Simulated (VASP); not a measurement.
# C (C2/c) in VASP: notebook

C is run at these levels: PBE; tasks: single point, relaxation of the atoms.

All numbers are computed with VASP 6.6.1; they aren't measurements. Logs are shortened: lines on timing, memory, paths and dates and some standing lists are left out, and cuts for length are marked.

### 1 The cell of the first run

The structure is monoclinic, space group C2/c (No. 15). Conventional cell: a = 2.467 Å, b = 4.272 Å, c = 8.469 Å, α = 90.00°, β = 91.72°, γ = 90.00°. C (site symmetry 2) has 3 C at 1.42 Å within 1.9 Å. C (site symmetry 2) has 3 C at 1.42 Å within 1.9 Å.

### 2 Single point, PBE (shear of c along a, cell held: +3.0 %, then relaxed in part)

Contents of INCAR:

```
ALGO = Normal
EDIFF = 1E-7
ENCUT = 520
GGA = PE
ISIF = 2
ISMEAR = 0
LASPH = T
LCHARG = F
LREAL = F
LWAVE = F
NBANDS = 16
NELM = 80
PREC = Accurate
SIGMA = 0.1
```

Contents of KPOINTS:

```
k-points
0
Gamma
  24 24 6
```

Contents of POSCAR:

```
C
1.0
    2.4665327983      0.0000000000      0.0000000000
   -1.2332663992      2.1360800626      0.0000000000
    0.2539634408      0.0000000000      8.4654480266
C
4
Direct
    0.0000000000      0.0000000000      0.2500000000
    0.0000000000      0.0000000000      0.7500000000
    0.3333333333      0.6666666667      0.2500000000
    0.6666666666      0.3333333333      0.7500000000
```

Potentials or basis: VASP PAW PBE potentials, release 64 (C).

Started as:

```
$ cat potpaw_PBE.64/C/POTCAR > POTCAR
$ mpirun -np 1 vasp_std > vasp.out
```

OUTCAR:

```text
EDIFF = 1E-7
   ENCUT = 520
   GGA = PE
   ISIF = 2
   ISMEAR = 0
   LASPH = T
   LREAL = F
   NELM = 80
   PREC = Accurate

 ion  position               nearest neighbor table
   1  0.000  0.000  0.250-   3 1.42   3 1.42   3 1.42
   2  0.000  0.000  0.750-   4 1.42   4 1.42   4 1.42
   3  0.333  0.667  0.250-   1 1.42   1 1.42   1 1.42
   4  0.667  0.333  0.750-   2 1.42   2 1.42   2 1.42

  LATTYP: Found a base centered monoclinic cell.
 ALAT       =     2.4665327983
 B/A-ratio  =     1.7320508076
 C/A-ratio  =     3.4336687626
 COS(beta)  =    -0.0299865091

  Lattice vectors:

 A1 = (  -1.2332663992,   2.1360800626,   0.0000000000)
 A2 = (  -1.2332663991,  -2.1360800626,   0.0000000000)
 A3 = (   0.2539634408,   0.0000000000,   8.4654480266)

Analysis of symmetry for initial positions (statically):
=====================================================================
 Subroutine PRICEL returns:
 Original cell was already a primitive cell.

 Routine SETGRP: Setting up the symmetry group for a
 base centered monoclinic supercell.

 Subroutine GETGRP returns: Found  4 space group operations
 (whereof  2 operations were pure point group operations)
 out of a pool of  4 trial point group operations.

The static configuration has the point symmetry S_2 .
 The point group associated with its full space group is C_2h.

Analysis of symmetry for dynamics (positions and initial velocities):
=====================================================================
 Subroutine PRICEL returns:
 Original cell was already a primitive cell.

 Routine SETGRP: Setting up the symmetry group for a
 base centered monoclinic supercell.

 Subroutine GETGRP returns: Found  4 space group operations
 (whereof  2 operations were pure point group operations)
 out of a pool of  4 trial point group operations.

The dynamic configuration has the point symmetry S_2 .
 The point group associated with its full space group is C_2h.

 Subroutine INISYM returns: Found  4 space group operations
 (whereof  2 operations are pure point group operations),
 and found     1 'primitive' translations

----------------------------------------------------------------------------------------

[... 88 lines left out ...]
   ISTART =      0    job   : 0-new  1-cont  2-samecut
   ICHARG =      2    charge: 1-file 2-atom 10-const
   ISPIN  =      1    spin polarized calculation?
   LNONCOLLINEAR =      F non collinear calculations
   LSORBIT =      F    spin-orbit coupling
   LASPH  =      T    aspherical Exc in radial PAW
   ENCUT  =  520.0 eV  38.22 Ry    6.18 a.u.   4.59  4.59 15.75*2*pi/ulx,y,z
   NELM   =     80;   NELMIN=  2; NELMDL= -5     # of ELM steps
   EDIFF  = 0.1E-06   stopping-criterion for ELM
   LREAL  =      F    real-space projection
   EDIFFG = 0.1E-05   stopping-criterion for IOM
   NSW    =      0    number of steps for IOM
   IBRION =     -1    ionic relax: 0-MD 1-quasi-New 2-CG
   NFREE  =      0    steps in history (QN), initial steepest desc. (CG)
   ISIF   =      2    stress and relaxation
   ISYM   =      2    0-nonsym 1-usesym 2-fastsym
   POTIM  = 0.5000    time-step for ionic-motion
   TEBEG  =    0.0;   TEEND  =   0.0 temperature during run
   PSTRESS=    0.0 pullay stress
   NELECT =      16.0000    total number of electrons
   NUPDOWN=      -1.0000    fix difference up-down
   EMIN   =  10.00;   EMAX   =-10.00  energy-range for DOS
   EFERMI =   0.00;   METHOD = LEGACY
   ISMEAR =     0;   SIGMA  =   0.10  broadening in eV -4-tet -1-fermi 0-gaus
   EFERMI_NEDOS =   21; number of points for ismear=-14 and -15
   IALGO  =     38    algorithm
   IMIX   =      4    mixing-type and parameters
     AMIX     =   0.40;   BMIX     =  1.00
     AMIX_MAG =   1.60;   BMIX_MAG =  1.00
  volume/ion in A,a.u.               =      11.15        75.25
  Fermi-wavevector in a.u.,A,eV,Ry     =   1.163224  2.198175 18.409909  1.353090
  Thomas-Fermi vector in A             =   2.299776
   LORBIT       =      0    0 simple, 1 ext, 2 COOP (PROOUT), +10 PAW based schemes
   GGA     = PE    functional components
   LHFCALC =     F    Hartree Fock is set to
   AEXX    =    0.0000 exact exchange contribution
   IVDW    =     0    specifies the selected vdW correction
   LEPSILON=     F    determine dielectric tensor
   LRPA    =     F    only Hartree local field effects (RPA)
 non-spin polarized calculation
 Gauss-broadening in eV      SIGMA  =   0.10
  energy-cutoff  :      520.00
  volume of cell :       44.60
 maximum number of plane-waves:      1226
   NGX =  9   NGY =  9   NGZ = 31

 number of electron      15.9999994 magnetization

 Free energy of the ion-electron system (eV)
  ---------------------------------------------------
  ext. energy  EPLUGINS =         0.00000000
  ---------------------------------------------------
  free energy    TOTEN  =       -36.90613582 eV

  energy without entropy =      -36.90556658  energy(sigma->0) =      -36.90585120

 E-fermi :   2.8431     XC(G=0):  -8.7673

 val. band max:        2.8415372618   @ k =   0.3333   0.3333   0.0000
 cond. band min:       2.8431500560   @ k =   0.3333   0.3333   0.0000
 fundamental gap:      0.0016127942
 Fermi energy:         2.8431326765

 k-point     1 :       0.0000    0.0000    0.0000
  band No.  band energies     occupation
      1     -16.6903      2.00000
      2     -16.6518      2.00000
      3      -5.0145      2.00000
      4      -4.5082      2.00000
      5      -0.2006      2.00000
      6      -0.2006      2.00000
[... 433 lines left out ...]
      3      -9.3574      2.00000
      4      -9.3394      2.00000
      5      -3.6222      2.00000
      6      -3.6176      2.00000
[... 8 lines left out ...]
     15      15.4203      0.00000
     16      17.0811      0.00000

 [... further k-points ...]
[... 5 lines left out ...]
  --------------------------------------------------------------------------------------
  -------------------------------------------------------------------------------------
  Total        0.1503133      0.1503464     -0.0011308     -0.0000000      0.0000000     -0.0012921
  in kB        5.3994995      5.4006906     -0.0406189     -0.0000000      0.0000000     -0.0464142
  external PRESSURE =       3.5865237 kB  Pullay stress =       0.0000000 kB

 VOLUME and BASIS-vectors are now :
 -----------------------------------------------------------------------------
  energy-cutoff  :      520.00
  volume of cell :       44.60
      direct lattice vectors                 reciprocal lattice vectors
     2.466532798  0.000000000  0.000000000     0.405427408  0.234073623 -0.012162822
    -1.233266399  2.136080063  0.000000000     0.000000000  0.468147247  0.000000000
     0.253963441  0.000000000  8.465448027     0.000000000  0.000000000  0.118127239

 POSITION                                       TOTAL-FORCE (eV/Angst)
 -----------------------------------------------------------------------------------
      0.06349      0.00000      2.11636         0.000000     -0.000028      0.000000
      0.19047      0.00000      6.34909        -0.000000      0.000028      0.000000
      0.06349      1.42405      2.11636         0.000000     -0.000034      0.000000
      1.42374      0.71203      6.34909        -0.000000      0.000034     -0.000000
 -----------------------------------------------------------------------------------
    total drift:                                0.000000      0.000000      0.000000

  FREE ENERGIE OF THE ION-ELECTRON SYSTEM (eV)
  ---------------------------------------------------
  free  energy   TOTEN  =       -36.9061358157 eV

  energy  without entropy=      -36.9055665781  energy(sigma->0) =      -36.90585120
```

OSZICAR:

```text
N       E                     dE             d eps       ncg     rms          rms(c)
DAV:   1     0.452360893624E+02    0.45236E+02   -0.76649E+03 29328   0.896E+02
DAV:   2    -0.357596442978E+02   -0.80996E+02   -0.73216E+02 40664   0.191E+02
DAV:   3    -0.393577602811E+02   -0.35981E+01   -0.35742E+01 39840   0.391E+01
DAV:   4    -0.393963831028E+02   -0.38623E-01   -0.38605E-01 36904   0.487E+00
DAV:   5    -0.393971054772E+02   -0.72237E-03   -0.72232E-03 39296   0.633E-01    0.892E+00
DAV:   6    -0.375374144965E+02    0.18597E+01   -0.13578E+00 35080   0.690E+00    0.523E+00
DAV:   7    -0.368935324662E+02    0.64388E+00   -0.17295E+00 36992   0.785E+00    0.143E+00
DAV:   8    -0.369063395489E+02   -0.12807E-01   -0.65444E-02 35088   0.148E+00    0.201E-01
DAV:   9    -0.369058050127E+02    0.53454E-03   -0.11894E-03 39344   0.232E-01    0.109E-01
DAV:  10    -0.369061303452E+02   -0.32533E-03   -0.10021E-03 33304   0.193E-01    0.601E-02
DAV:  11    -0.369061331326E+02   -0.27875E-05   -0.19492E-05 38888   0.291E-02    0.108E-02
DAV:  12    -0.369061356459E+02   -0.25133E-05   -0.23361E-06 33928   0.135E-02    0.370E-03
DAV:  13    -0.369061357945E+02   -0.14858E-06   -0.33015E-07 37792   0.369E-03    0.787E-04
DAV:  14    -0.369061358157E+02   -0.21222E-07   -0.61043E-09 29200   0.643E-04
   1 F= -.36906136E+02 E0= -.36905851E+02  d E =-.569238E-03
```

stdout:

```text
POSCAR found type information on POSCAR C
 POSCAR found :  1 types and       4 ions
 scaLAPACK will be used
 LDA part: xc-table for (Slater+PW92), standard interpolation
 POSCAR, INCAR and KPOINTS ok, starting setup
 FFT: planning ... GRIDC
 FFT: planning ... GRID_SOFT
 FFT: planning ... GRID
 WAVECAR not read
 entering main loop
```

It took 5.4 min on 1 thread of AMD EPYC 9R45 (Zen 5), shared host; peak memory 0.49 GiB.

What came out:

```yaml
Free_energy: -36.9061 eV
Pressure: 0.4 GPa
Band_gap_on_the_k_mesh: zero (filled and empty bands touch)
```

Caveat: the cell differs from its parent crystal (shear of c along a, cell held: +3.0 %, then relaxed in part); this functional lacks dispersion, which binds the layers, so the pressure and a relaxed spacing across them are unreliable.

### 3 Single point, PBE (shear of c along a, cell held: +4.5 %, then relaxed in part)

Contents of INCAR:

```
PREC = Accurate
ENCUT = 520
EDIFF = 1E-7
ISMEAR = 0
SIGMA = 0.1
LREAL = F
LASPH = T
NELM = 60
ALGO = Normal
ISIF = 2
LWAVE = F
LCHARG = F
GGA = PE
NBANDS = 16
```

Contents of KPOINTS:

```
regular mesh
0
Gamma
  24 24 6
```

Edit POSCAR of step 2 so:

```diff
@@ -4,3 +4,3 @@
    -1.2332663992      2.1360800626      0.0000000000
-    0.2539634408      0.0000000000      8.4654480266
+    0.3809451612      0.0000000000      8.4654480266
 C
```

Potentials or basis: VASP PAW PBE potentials, release 64 (C).

Started as:

```
$ cat potpaw_PBE.64/C/POTCAR > POTCAR
$ mpirun -np 1 vasp_std > vasp.out
```

OUTCAR:

```text
PREC = Accurate
   ENCUT = 520
   EDIFF = 1E-7
   ISMEAR = 0
   LREAL = F
   LASPH = T
   NELM = 60
   ISIF = 2
   GGA = PE

 ion  position               nearest neighbor table
   1  0.000  0.000  0.250-   3 1.42   3 1.42   3 1.42
   2  0.000  0.000  0.750-   4 1.42   4 1.42   4 1.42
   3  0.333  0.667  0.250-   1 1.42   1 1.42   1 1.42
   4  0.667  0.333  0.750-   2 1.42   2 1.42   2 1.42

  LATTYP: Found a base centered monoclinic cell.
 ALAT       =     2.4665327983
 B/A-ratio  =     1.7320508076
 C/A-ratio  =     3.4355979226
 COS(beta)  =    -0.0449545066

  Lattice vectors:

 A1 = (  -1.2332663992,   2.1360800626,   0.0000000000)
 A2 = (  -1.2332663991,  -2.1360800626,   0.0000000000)
 A3 = (   0.3809451612,   0.0000000000,   8.4654480266)

Analysis of symmetry for initial positions (statically):
=====================================================================
 Subroutine PRICEL returns:
 Original cell was already a primitive cell.

 Routine SETGRP: Setting up the symmetry group for a
 base centered monoclinic supercell.
[... 168 lines left out ...]
  ---------------------------------------------------
  free energy    TOTEN  =       -36.90611595 eV

  energy without entropy =      -36.90555586  energy(sigma->0) =      -36.90583591

 E-fermi :   2.8432     XC(G=0):  -8.7673

 val. band max:        2.8405370266   @ k =   0.3333   0.3333   0.0000
 cond. band min:       2.8441886393   @ k =   0.3333   0.3333   0.0000
 fundamental gap:      0.0036516127
 Fermi energy:         2.8431761533

 k-point     1 :       0.0000    0.0000    0.0000
  band No.  band energies     occupation
      1     -16.6903      2.00000
      2     -16.6518      2.00000
      3      -5.0145      2.00000
      4      -4.5082      2.00000
      5      -0.2006      2.00000
      6      -0.2005      2.00000
[... 433 lines left out ...]
      3      -9.3572      2.00000
      4      -9.3396      2.00000
      5      -3.6222      2.00000
      6      -3.6176      2.00000
[... 8 lines left out ...]
     15      15.4369      0.00000
     16      17.0585      0.00000

 [... further k-points ...]
[... 5 lines left out ...]
  --------------------------------------------------------------------------------------
  -------------------------------------------------------------------------------------
  Total        0.1502406      0.1503074     -0.0006853     -0.0000000      0.0000000     -0.0019582
  in kB        5.3968883      5.3992907     -0.0246187     -0.0000000      0.0000000     -0.0703427
  external PRESSURE =       3.5905201 kB  Pullay stress =       0.0000000 kB

 VOLUME and BASIS-vectors are now :
 -----------------------------------------------------------------------------
  energy-cutoff  :      520.00
  volume of cell :       44.60
      direct lattice vectors                 reciprocal lattice vectors
     2.466532798  0.000000000  0.000000000     0.405427408  0.234073623 -0.018244233
    -1.233266399  2.136080063  0.000000000     0.000000000  0.468147247  0.000000000
     0.380945161  0.000000000  8.465448027     0.000000000  0.000000000  0.118127239

 POSITION                                       TOTAL-FORCE (eV/Angst)
 -----------------------------------------------------------------------------------
      0.09524      0.00000      2.11636         0.000000     -0.000063     -0.000000
      0.28571      0.00000      6.34909        -0.000000      0.000063      0.000000
      0.09524      1.42405      2.11636         0.000000     -0.000077      0.000000
      1.51898      0.71203      6.34909        -0.000000      0.000077      0.000000
 -----------------------------------------------------------------------------------
    total drift:                                0.000000      0.000000      0.000000

  FREE ENERGIE OF THE ION-ELECTRON SYSTEM (eV)
  ---------------------------------------------------
  free  energy   TOTEN  =       -36.9061159546 eV

  energy  without entropy=      -36.9055558621  energy(sigma->0) =      -36.90583591
```

Run time: 6.3 min. Hardware: 1 thread of Intel Xeon 6975P-C, shared host; peak memory 0.53 GiB.

Results:

- Free energy: -36.9061 eV
- Pressure: 0.4 GPa

Stress tensor (GPa, compression positive):
```
 0.54  0.00 -0.01
 0.00  0.54  0.00
-0.01  0.00  0.00
```

Caveat: the cell differs from its parent crystal (shear of c along a, cell held: +4.5 %, then relaxed in part); this functional lacks dispersion, which binds the layers, so the pressure and a relaxed spacing across them are unreliable.

### 4 Single point, PBE (shear of c along a, cell held: +6.0 %, then relaxed in part)

Contents of INCAR:

```
SYSTEM = C
PREC     = Accurate       ! precision mode
ENCUT    = 520            ! plane-wave cutoff, eV
EDIFF    = 1E-6           ! SCF threshold, eV
ISMEAR   = 0              ! smearing method
SIGMA    = 0.1            ! smearing width, eV
LREAL    = .FALSE.        ! projectors in reciprocal space
LASPH    = .TRUE.         ! aspherical terms in the spheres
NELM     = 80             ! most SCF steps
ALGO     = Normal         ! electronic algorithm
ISIF     = 2              ! what is computed and relaxed
LWAVE    = .FALSE.        ! write WAVECAR
LCHARG   = .FALSE.        ! write CHGCAR
GGA      = PE             ! functional
NBANDS   = 16             ! bands
```

Contents of KPOINTS:

```
Automatic mesh
0
G
  24 24 6
  0 0 0
```

Contents of POSCAR:

```
C
1.0
    2.4665327983      0.0000000000      0.0000000000
   -1.2332663992      2.1360800626      0.0000000000
    0.5079268816      0.0000000000      8.4654480266
C
4
Direct
    0.0000000000      0.0000000000      0.2500000000
    0.0000000000      0.0000000000      0.7500000000
    0.3333333333      0.6666666667      0.2500000000
    0.6666666667      0.3333333333      0.7500000000
```

Started as:

```
$ cat potpaw_PBE.64/C/POTCAR > POTCAR
$ mpirun -np 1 vasp_std > vasp.out
```

It took 6.2 min on 1 thread of Intel Xeon 6975P-C, shared host; peak memory 0.52 GiB.

Results (log left out):

| Quantity | Value |
| --- | --- |
| Free energy | -36.9061 eV |
| Pressure | 0.4 GPa |

Stress tensor (GPa, compression positive):
```
 0.54  0.00 -0.01
 0.00  0.54  0.00
-0.01  0.00  0.00
```

Levels at points of the mesh, in eV from the Fermi level:
```tsv
k point	band 6	band 7	band 8	band 9	band 10	band 11
(0.00, 0.00, 0.00)	-3.04	-3.04	-3.04	3.11	6.48	8.30
(0.50, 0.00, 0.00)	-6.42	-2.43	-2.29	1.58	1.79	7.34
(0.00, 0.50, 0.00)	-6.42	-2.44	-2.29	1.58	1.80	7.34
(0.00, 0.00, 0.50)	-3.04	-3.04	-3.04	4.40	4.40	8.30
(0.50, 0.00, 0.50)	-6.42	-2.40	-2.32	1.61	1.74	7.36
(0.00, 0.50, 0.50)	-6.42	-2.36	-2.36	1.67	1.67	7.36
```

Caveat: the cell differs from its parent crystal (shear of c along a, cell held: +6.0 %, then relaxed in part); this functional lacks dispersion, which binds the layers, so the pressure and a relaxed spacing across them are unreliable.

### 5 Relaxation of the atoms, PBE (shear of c along a, cell held: +4.5 %)

Contents of INCAR:

```
PREC = Accurate ; ENCUT = 520
EDIFF = 1E-7 ; ISMEAR = 0
SIGMA = 0.1 ; LREAL = False
LASPH = True ; NELM = 120
ALGO = Normal ; ISIF = 2
LWAVE = False ; LCHARG = False
GGA = PE ; IBRION = 2
NSW = 60 ; EDIFFG = -0.008
GGA_COMPAT = False ; NELMIN = 4
LUSENCCL = False
```

Contents of KPOINTS:

```
regular mesh
0
Gamma
  24 24 6
```

Contents of POSCAR:

```
C
1.0
    2.4665327983      0.0000000000      0.0000000000
   -1.2332663992      2.1360800626      0.0000000000
    0.3809451612      0.0000000000      8.4654480266
C
4
Direct
    0.0000000000      0.0000000000      0.2500000000
    0.0000000000      0.0000000000      0.7500000000
    0.3333333333      0.6666666667      0.2500000000
    0.6666666666      0.3333333333      0.7500000000
```

Started as:

```
$ cat potpaw_PBE.64/C/POTCAR > POTCAR
$ mpirun -np 1 vasp_std > vasp.out
```

It took 10 min on 1 × NVIDIA H100 80GB with 1 thread of AMD EPYC 7R13 (Zen 3), shared host; peak memory 1.5 GiB.

It converged, with:

- Free energy: -36.9061 eV
- Pressure after relaxing: 0.4 GPa

Stress tensor (GPa, compression positive):
```
 0.54  0.00 -0.01
 0.00  0.54  0.00
-0.01  0.00  0.00
```

Final structure:
```
C
1.0
     2.46653    0.00000    0.00000
    -1.23327    2.13608    0.00000
     0.38095    0.00000    8.46545
C
4
Direct
  0.00000 0.00000 0.25000
  0.00000 0.00000 0.75000
  0.33333 0.66667 0.25000
  0.66667 0.33333 0.75000
```

Levels at points of the mesh, in eV from the Fermi level:
```
           k point  band 6  band 7  band 8  band 9  band 10  band 11
(0.00, 0.00, 0.00)   -3.04   -3.04   -3.04    3.11     6.48     8.30
(0.50, 0.00, 0.00)   -6.42   -2.44   -2.29    1.58     1.79     7.33
(0.00, 0.50, 0.00)   -6.42   -2.44   -2.28    1.58     1.80     7.34
(0.00, 0.00, 0.50)   -3.04   -3.04   -3.04    4.40     4.40     8.30
(0.50, 0.00, 0.50)   -6.42   -2.39   -2.33    1.63     1.72     7.36
(0.00, 0.50, 0.50)   -6.42   -2.36   -2.36    1.67     1.67     7.36
```

Caveat: the cell differs from its parent crystal (shear of c along a, cell held: +4.5 %); the relaxation stopped at its first step, so nothing moved; this functional lacks dispersion, which binds the layers, so the pressure and a relaxed spacing across them are unreliable.

### 6 Summary

```csv
task,cell,pressure (GPa)
single point,"a = 2.467, b = 2.467, c = 8.469 Å, angles 90.9, 88.3, 120.0°, 4 atoms",0.4
single point,"a = 2.467, b = 2.467, c = 8.474 Å, angles 91.3, 87.4, 120.0°, 4 atoms",0.4
single point,"a = 2.467, b = 2.467, c = 8.481 Å, angles 91.7, 86.6, 120.0°, 4 atoms",0.4
relaxation of the atoms,"atoms relaxed from a = 2.467, b = 2.467, c = 8.474 Å, angles 91.3, 87.4, 120.0°, 4 atoms",0.4
```

Alike in all rows: level PBE; potentials or basis VASP PAW PBE potentials, release 64 (C); no spin polarisation; k mesh 24 × 24 × 6; cutoff (eV) 520; smearing gaussian 0.1 eV.

Caveats: this functional lacks dispersion, which binds the layers, so the pressure and a relaxed spacing across them are unreliable; the relaxation stopped at its first step, so nothing moved (some runs).

Absolute energies hang on the potentials; compare differences alone.
